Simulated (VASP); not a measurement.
# ZnS (F-43m) in VASP: settings compared

ZnS is run at these levels: PBE, revPBE, BLYP+D3(BJ), SVWN5, LDA; tasks: single point.

Program: VASP 6.6.1. These are calculated values, not measurements. Logs are shortened: lines on timing, memory, paths and dates and some standing lists are left out, and cuts for length are marked.

**What was measured.**

“Electronic, vibrational, and thermodynamic properties of ZnS (zincblende and rocksalt structure)”, 2009, arxiv:0911.5022 quotes, for a bulk crystal of ZnS at 19 K: band gap 3.85 eV (direct).

The results are compared with them further down.

## 1. The cell of the first run

It takes space group F-43m (No. 216, cubic). The conventional cell has a = 5.404 Å, b = 5.404 Å, c = 5.404 Å, α = 90.00°, β = 90.00°, γ = 90.00°. Within 3.1 Å of Zn (site symmetry -43m) lie 4 S at 2.34 Å. S (site symmetry -43m) has 4 Zn at 2.34 Å within 3.1 Å.

## 2. Single point, PBE

Input file INCAR:

```
SYSTEM = ZnS
PREC     = Accurate       ! precision mode
ENCUT    = 520            ! plane-wave cutoff, eV
EDIFF    = 1E-6           ! SCF threshold, eV
ISMEAR   = 0              ! smearing method
SIGMA    = 0.014          ! smearing width, eV
LREAL    = .False.        ! projectors in reciprocal space
LASPH    = .True.         ! aspherical terms in the spheres
NELM     = 100            ! most SCF steps
ALGO     = Normal         ! electronic algorithm
ISIF     = 2              ! what is computed and relaxed
LWAVE    = .False.        ! write WAVECAR
LCHARG   = .False.        ! write CHGCAR
GGA      = PE             ! functional
NBANDS   = 16             ! bands
```

Input file KPOINTS:

```
regular mesh
0
Gamma
  9 9 9
  0 0 0
```

Input file POSCAR:

```
ZnS
1.0
    0.0000000000      2.7020000000      2.7020000000
    2.7020000000      0.0000000000      2.7020000000
    2.7020000000      2.7020000000      0.0000000000
Zn S
1 1
Direct
    0.7500000000      0.7500000000      0.7500000000
    0.0000000000      0.0000000000      0.0000000000
```

Potentials or basis: VASP PAW PBE potentials, release 64 (Zn, S).

The run is started by

```sh
$ cat potpaw_PBE.64/Zn/POTCAR potpaw_PBE.64/S/POTCAR > POTCAR
$ mpirun -np 1 vasp_std > vasp.out
```

OUTCAR:

```text
SYSTEM = ZnS
   PREC = Accurate
   ENCUT = 520
   EDIFF = 1E-6
   ISMEAR = 0
   LREAL = .False.
   LASPH = .True.
   NELM = 100
   ISIF = 2
   GGA = PE

 ion  position               nearest neighbor table
   1  0.750  0.750  0.750-   2 2.34   2 2.34   2 2.34   2 2.34
   2  0.000  0.000  0.000-   1 2.34   1 2.34   1 2.34   1 2.34

  LATTYP: Found a face centered cubic cell.
 ALAT       =     5.4040000000

  Lattice vectors:

 A1 = (   0.0000000000,   2.7020000000,   2.7020000000)
 A2 = (   2.7020000000,   0.0000000000,   2.7020000000)
 A3 = (   2.7020000000,   2.7020000000,   0.0000000000)

Analysis of symmetry for initial positions (statically):
=====================================================================
 Subroutine PRICEL returns:
 Original cell was already a primitive cell.

 Routine SETGRP: Setting up the symmetry group for a
 face centered cubic supercell.

 Subroutine GETGRP returns: Found 24 space group operations
 (whereof 24 operations were pure point group operations)
 out of a pool of 48 trial point group operations.

The static configuration has the point symmetry T_d .

Analysis of symmetry for dynamics (positions and initial velocities):
=====================================================================
 Subroutine PRICEL returns:
 Original cell was already a primitive cell.

 Routine SETGRP: Setting up the symmetry group for a
 face centered cubic supercell.

 Subroutine GETGRP returns: Found 24 space group operations
 (whereof 24 operations were pure point group operations)
 out of a pool of 48 trial point group operations.

The dynamic configuration has the point symmetry T_d .

 Subroutine INISYM returns: Found 24 space group operations
 (whereof 24 operations are pure point group operations),
 and found     1 'primitive' translations

----------------------------------------------------------------------------------------

                                     Primitive cell

  volume of cell :      39.4535

  direct lattice vectors                    reciprocal lattice vectors
     0.000000000  2.702000000  2.702000000    -0.185048113  0.185048113  0.185048113
     2.702000000  0.000000000  2.702000000     0.185048113 -0.185048113  0.185048113
     2.702000000  2.702000000  0.000000000     0.185048113  0.185048113 -0.185048113

  length of vectors
     3.821205046  3.821205046  3.821205046     0.320512733  0.320512733  0.320512733

  position of ions in fractional coordinates (direct lattice)
     0.750000000  0.750000000  0.750000000
     0.000000000  0.000000000  0.000000000

  ion indices of the primitive-cell ions
   primitive index   ion index
                 1           1
                 2           2

----------------------------------------------------------------------------------------

 KPOINTS: regular mesh

Automatic generation of k-mesh.
 Grid dimensions read from file:
 generate k-points for:    9    9    9

 Generating k-lattice:

  Cartesian coordinates                     Fractional coordinates (reciprocal lattice)
    -0.020560901  0.020560901  0.020560901     0.111111111  0.000000000  0.000000000
     0.020560901 -0.020560901  0.020560901     0.000000000  0.111111111  0.000000000
     0.020560901  0.020560901 -0.020560901     0.000000000  0.000000000  0.111111111

  Length of vectors
     0.035612526  0.035612526  0.035612526

  Shift w.r.t. Gamma in fractional coordinates (k-lattice)
     0.000000000  0.000000000  0.000000000

 Subroutine IBZKPT returns following result:
 ===========================================

 Found     35 irreducible k-points:

 Following reciprocal coordinates:
            Coordinates               Weight
  0.000000  0.000000  0.000000      1.000000
  0.111111  0.000000  0.000000      8.000000
  0.222222  0.000000  0.000000      8.000000
  0.333333  0.000000  0.000000      8.000000
  0.444444  0.000000  0.000000      8.000000
  0.111111  0.111111  0.000000      6.000000
[... 16 lines left out ...]
 -0.333333  0.333333  0.000000     12.000000
  0.444444  0.444444  0.000000      6.000000
 [... further k-points ...]
   k-points           NKPTS =     35   k-points in BZ     NKDIM =     35   number of bands    NBANDS=     16
   number of dos      NEDOS =    301   number of ions     NIONS =      2
   total plane-waves  NPLWV =  21952
   dimension x,y,z NGX =    28 NGY =   28 NGZ =   28
   dimension x,y,z NGXF=    56 NGYF=   56 NGZF=   56
   ions per type =               1   1
   NGX,Y,Z   is equivalent  to a cutoff of  12.18, 12.18, 12.18 a.u.
   NGXF,Y,Z  is equivalent  to a cutoff of  24.36, 24.36, 24.36 a.u.
 SYSTEM =  ZnS
   PREC   = accura    normal or accurate (medium, high low for compatibility)
   ISTART =      0    job   : 0-new  1-cont  2-samecut
   ICHARG =      2    charge: 1-file 2-atom 10-const
   ISPIN  =      1    spin polarized calculation?
   LNONCOLLINEAR =      F non collinear calculations
   LSORBIT =      F    spin-orbit coupling
   LASPH  =      T    aspherical Exc in radial PAW
   ENCUT  =  520.0 eV  38.22 Ry    6.18 a.u.   7.10  7.10  7.10*2*pi/ulx,y,z
   NELM   =    100;   NELMIN=  2; NELMDL= -5     # of ELM steps
   EDIFF  = 0.1E-05   stopping-criterion for ELM
   LREAL  =      F    real-space projection
   EDIFFG = 0.1E-04   stopping-criterion for IOM
   NSW    =      0    number of steps for IOM
   IBRION =     -1    ionic relax: 0-MD 1-quasi-New 2-CG
   NFREE  =      0    steps in history (QN), initial steepest desc. (CG)
   ISIF   =      2    stress and relaxation
   ISYM   =      2    0-nonsym 1-usesym 2-fastsym
   POTIM  = 0.5000    time-step for ionic-motion
   TEBEG  =    0.0;   TEEND  =   0.0 temperature during run
   PSTRESS=    0.0 pullay stress
   NELECT =      18.0000    total number of electrons
   NUPDOWN=      -1.0000    fix difference up-down
   EMIN   =  10.00;   EMAX   =-10.00  energy-range for DOS
   EFERMI =   0.00;   METHOD = LEGACY
   ISMEAR =     0;   SIGMA  =   0.01  broadening in eV -4-tet -1-fermi 0-gaus
   EFERMI_NEDOS =   21; number of points for ismear=-14 and -15
   IALGO  =     38    algorithm
   IMIX   =      4    mixing-type and parameters
     AMIX     =   0.40;   BMIX     =  1.00
     AMIX_MAG =   1.60;   BMIX_MAG =  1.00
  volume/ion in A,a.u.               =      19.73       133.12
  Fermi-wavevector in a.u.,A,eV,Ry     =   1.260290  2.381602 21.610537  1.588330
  Thomas-Fermi vector in A             =   2.393807
   LORBIT       =      0    0 simple, 1 ext, 2 COOP (PROOUT), +10 PAW based schemes
   GGA     = PE    functional components
   LHFCALC =     F    Hartree Fock is set to
   AEXX    =    0.0000 exact exchange contribution
   IVDW    =     0    specifies the selected vdW correction
   LEPSILON=     F    determine dielectric tensor
   LRPA    =     F    only Hartree local field effects (RPA)
 non-spin polarized calculation
 Gauss-broadening in eV      SIGMA  =   0.01
  energy-cutoff  :      520.00
  volume of cell :       39.45
 maximum number of plane-waves:      1073
   NGX = 15   NGY = 15   NGZ = 15

 number of electron      18.0000000 magnetization

 Free energy of the ion-electron system (eV)
  ---------------------------------------------------
  ext. energy  EPLUGINS =         0.00000000
  ---------------------------------------------------
  free energy    TOTEN  =        -6.84725757 eV

  energy without entropy =       -6.84725757  energy(sigma->0) =       -6.84725757

 E-fermi :   2.2299     XC(G=0):  -9.6303

 val. band max:        2.1067177803   @ k =   0.0000   0.0000   0.0000
 cond. band min:       4.2208762989   @ k =   0.0000   0.0000   0.0000
 fundamental gap:      2.1141585186
 Fermi energy:         2.2299433011

 k-point     1 :       0.0000    0.0000    0.0000
  band No.  band energies     occupation
      1     -11.0335      2.00000
      2      -4.2323      2.00000
      3      -4.2323      2.00000
      4      -4.2323      2.00000
      5      -3.7341      2.00000
      6      -3.7341      2.00000
[... 8 lines left out ...]
     15      13.8697      0.00000
     16      13.9774      0.00000

 k-point     2 :       0.1111    0.0000    0.0000
  band No.  band energies     occupation
      1     -10.9407      2.00000
      2      -4.2319      2.00000
      3      -4.2154      2.00000
      4      -4.2154      2.00000
      5      -3.7355      2.00000
      6      -3.7355      2.00000
[... 8 lines left out ...]
     15      13.3594      0.00000
     16      14.6638      0.00000

 k-point     3 :       0.2222    0.0000    0.0000
  band No.  band energies     occupation
      1     -10.6901      2.00000
      2      -4.2035      2.00000
      3      -4.1758      2.00000
      4      -4.1758      2.00000
      5      -3.7344      2.00000
      6      -3.7344      2.00000
[... 8 lines left out ...]
     15      13.0127      0.00000
     16      14.4899      0.00000

 k-point     4 :       0.3333    0.0000    0.0000
  band No.  band energies     occupation
      1     -10.3721      2.00000
      2      -4.1382      2.00000
      3      -4.1382      2.00000
      4      -4.0678      2.00000
      5      -3.7223      2.00000
      6      -3.7223      2.00000
[... 8 lines left out ...]
     15      13.6934      0.00000
     16      13.9745      0.00000
[... 324 lines left out ...]
 k-point    22 :      -0.4444    0.3333    0.0000
  band No.  band energies     occupation
      1      -9.8413      2.00000
      2      -4.1622      2.00000
      3      -3.9516      2.00000
      4      -3.8668      2.00000
      5      -3.6900      2.00000
      6      -3.4485      2.00000
[... 8 lines left out ...]
     15      15.1360      0.00000
     16      17.3225      0.00000

 k-point    23 :      -0.3333    0.3333    0.0000
  band No.  band energies     occupation
      1      -9.8730      2.00000
      2      -4.1231      2.00000
      3      -3.9900      2.00000
      4      -3.7925      2.00000
      5      -3.7190      2.00000
      6      -3.4551      2.00000
[... 8 lines left out ...]
     15      13.8023      0.00000
     16      18.6255      0.00000

 k-point    24 :       0.4444    0.4444    0.0000
  band No.  band energies     occupation
      1      -9.8395      2.00000
      2      -4.2619      2.00000
      3      -3.9033      2.00000
      4      -3.9033      2.00000
      5      -3.6609      2.00000
      6      -3.5772      2.00000
[... 8 lines left out ...]
     15      15.7285      0.00000
     16      17.1418      0.00000

 [... further k-points ...]
[... 5 lines left out ...]
  --------------------------------------------------------------------------------------
  -------------------------------------------------------------------------------------
  Total        0.4332156      0.4332156      0.4332156      0.0000000      0.0000000     -0.0000000
  in kB       17.5925431     17.5925431     17.5925431      0.0000000      0.0000000     -0.0000000
  external PRESSURE =      17.5925431 kB  Pullay stress =       0.0000000 kB

 VOLUME and BASIS-vectors are now :
 -----------------------------------------------------------------------------
  energy-cutoff  :      520.00
  volume of cell :       39.45
      direct lattice vectors                 reciprocal lattice vectors
     0.000000000  2.702000000  2.702000000    -0.185048113  0.185048113  0.185048113
     2.702000000  0.000000000  2.702000000     0.185048113 -0.185048113  0.185048113
     2.702000000  2.702000000  0.000000000     0.185048113  0.185048113 -0.185048113

 POSITION                                       TOTAL-FORCE (eV/Angst)
 -----------------------------------------------------------------------------------
      4.05300      4.05300      4.05300         0.000000      0.000000      0.000000
      0.00000      0.00000      0.00000        -0.000000     -0.000000     -0.000000
 -----------------------------------------------------------------------------------
    total drift:                                0.000001      0.000001      0.000001

  FREE ENERGIE OF THE ION-ELECTRON SYSTEM (eV)
  ---------------------------------------------------
  free  energy   TOTEN  =        -6.8472575740 eV

  energy  without entropy=       -6.8472575740  energy(sigma->0) =       -6.84725757
```

It took 49 s on 1 thread of Intel Xeon 8259CL, shared host; peak memory 0.16 GiB.

Results:

| Quantity | Value |
| --- | --- |
| Free energy | -6.8473 eV |
| Pressure | 1.8 GPa |
| Band gap on the k mesh | 2.11 eV, direct |

## 3. Single point, revPBE

This run uses another cell than the first one, of 18.54 Å³/atom, 0.940 times its volume.

Input file INCAR:

```
  PREC = Accurate
  ENCUT = 520
  EDIFF = 1E-6
  ISMEAR = -1
  SIGMA = 0.05
  LREAL = F
  LASPH = T
  NELM = 80
  ALGO = Normal
  ISIF = 2
  LWAVE = F
  LCHARG = F
  GGA = RE
  NBANDS = 16
```

Input file KPOINTS:

```
regular mesh
0
Gamma
  9 9 9
```

Input file POSCAR:

```
ZnS
1.0
    0.0000000000      2.6468416657      2.6468416657
    2.6468416657      0.0000000000      2.6468416657
    2.6468416657      2.6468416657      0.0000000000
Zn S
1 1
Direct
    0.7500000000      0.7500000000      0.7500000000
    0.0000000000      0.0000000000      0.0000000000
```

Potentials or basis: VASP PAW PBE potentials, release 64 (Zn, S).

The run is started by

```sh
$ cat potpaw_PBE.64/Zn/POTCAR potpaw_PBE.64/S/POTCAR > POTCAR
$ mpirun -np 1 vasp_std > vasp.out
```

Wall time 11 s (1 thread of Intel Xeon 6975P-C, shared host); peak memory 0.16 GiB.

Results (log left out):

- Free energy: -6.1699 eV
- Pressure: 9.2 GPa
- Band gap on the k mesh: 2.51 eV, direct

Levels at points of the mesh, in eV from the valence-band top:
```tsv
k point	band 6	band 7	band 8	band 9	band 10	band 11	band 12	band 13
(0.00, 0.00, 0.00)	-6.00	0.00	0.00	0.00	2.51	6.38	6.38	6.38
```

Caveat: the PAW data sets were made with another functional, which shifts forces and pressure a little.

## 4. Single point, BLYP+D3(BJ)

This run uses another cell than the first one, of 18.54 Å³/atom, 0.940 times its volume.

Input file INCAR:

```
  PREC = Accurate
  ENCUT = 520
  EDIFF = 1E-7
  ISMEAR = -1
  SIGMA = 0.05
  LREAL = False
  LASPH = True
  NELM = 80
  ALGO = Normal
  ISIF = 2
  LWAVE = False
  LCHARG = False
  GGA = B5
  ALDAX = 1.0
  AGGAX = 1.0
  AGGAC = 1.0
  ALDAC = 0.0
  IVDW = 12
  VDW_S6 = 1.0
  VDW_S8 = 2.6996
  VDW_A1 = 0.4298
  VDW_A2 = 4.2359
  NBANDS = 16
```

Input file KPOINTS:

```
Automatic mesh
0
Gamma
  9 9 9
```

POSCAR is that of step 3.

The run is started by

```sh
$ cat potpaw_PBE.64/Zn/POTCAR potpaw_PBE.64/S/POTCAR > POTCAR
$ mpirun -np 1 vasp_std > vasp.out
```

Run time: 20 s. Hardware: 1 thread of Intel Xeon 6975P-C, shared host; peak memory 0.17 GiB.

It converged, with:

```
Free energy                : -7.0877 eV
Pressure                   : 4.5 GPa
Band gap on the k mesh     : 2.42 eV, direct
Dispersion energy per atom : -0.716 eV
```

Levels at points of the mesh, in eV from the valence-band top:
| k point | band 7 | band 8 | band 9 | band 10 | band 11 | band 12 |
| --- | --- | --- | --- | --- | --- | --- |
| (0.00, 0.00, 0.00) | 0.00 | 0.00 | 0.00 | 2.42 | 6.41 | 6.41 |

Caveat: the PAW data sets were made with another functional, which shifts forces and pressure a little.

(Part 1 of 2 ends here.)
